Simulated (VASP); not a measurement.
Input of a VASP 6.6.1 run:

File INCAR:

```
  PREC = Accurate
  ENCUT = 520
  EDIFF = 1E-7
  ISMEAR = 0
  SIGMA = 0.15
  LREAL = False
  LASPH = True
  NELM = 60
  ALGO = Normal
  ISIF = 2
  LWAVE = False
  LCHARG = False
  GGA = PE
  NBANDS = 8
```

File KPOINTS:

```
regular mesh
0
Gamma
  16 16 16
```

The input POSCAR:

```
Sb
1.0
    3.1090233439      0.0000000000      0.0000000000
    0.0000000000      3.1090233439      0.0000000000
    0.0000000000      0.0000000000      3.2644745111
Sb
1
Direct
    0.0000000000      0.0000000000      0.0000000000
```

Potentials or basis: VASP PAW PBE potentials, release 64 (Sb).

The run is started by

```sh
$ cat potpaw_PBE.64/Sb/POTCAR > POTCAR
$ mpirun -np 1 vasp_std > vasp.out
```

Question: Predict the pressure.

Answer: -2.2 GPa.

Question: What does it give for the band gap on the k mesh?

Answer: Zero (an odd number of electrons rules out a gap without spin polarisation).

Stress tensor (GPa, compression positive):
```
-0.81  0.00  0.00
 0.00 -0.81  0.00
 0.00  0.00 -5.08
```

Caveat: spin-orbit coupling is left out, which moves the levels of the heavy elements.
